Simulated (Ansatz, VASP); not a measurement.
## AgBr2: VASP beside Ansatz

```
Ag Br
1.0
     3.96716    0.00000    0.00000
     0.00000    3.96716    0.00000
     0.00000    0.00000    6.18426
Ag Br
1 2
Direct
  0.00000 0.00000 0.00000
  0.50000 0.00000 0.27053
  0.00000 0.50000 0.72947
```

Change from the starting cell: ordered vacancies on the cation sites of zinc blende (P-4m2, No. 115).

Alike in both runs: functional PBE; k mesh 4 × 4 × 4; occupations gaussian, width 0.1 eV; no spin polarisation.

Ansatz relaxed the structure, and its values are those at the end. VASP's run is a single point on that final structure, the one shown.

```csv
,VASP,Ansatz
version,VASP 6.6.1,Ansatz 0.2.0
potentials or method,"VASP PAW PBE potentials, release 64 (Ag, Br), cutoff 520 eV","scalar-relativistic, plane waves, PAW"
valence electrons in the cell,25,33
```

VASP gave:

- gap on the k mesh at the Fermi level (eV): none
- pressure (GPa): 0.2
- rms of the force components (eV/Å): 0.003

Q: Estimate Ansatz's values.

A: gap on the k mesh at the Fermi level (eV): none; pressure (GPa): 0.2; rms of the force components (eV/Å): 0.004.

A gap of «none» marks a metal or a gap that the smearing closes. The functional is the same, so the differences come from potentials, cutoffs and numerics. VASP's potentials hold 25 valence electrons a cell and Ansatz's 33, so a difference there can come from the potentials and not from the codes.

The k mesh is coarse, so the values compare programs but aren't converged.
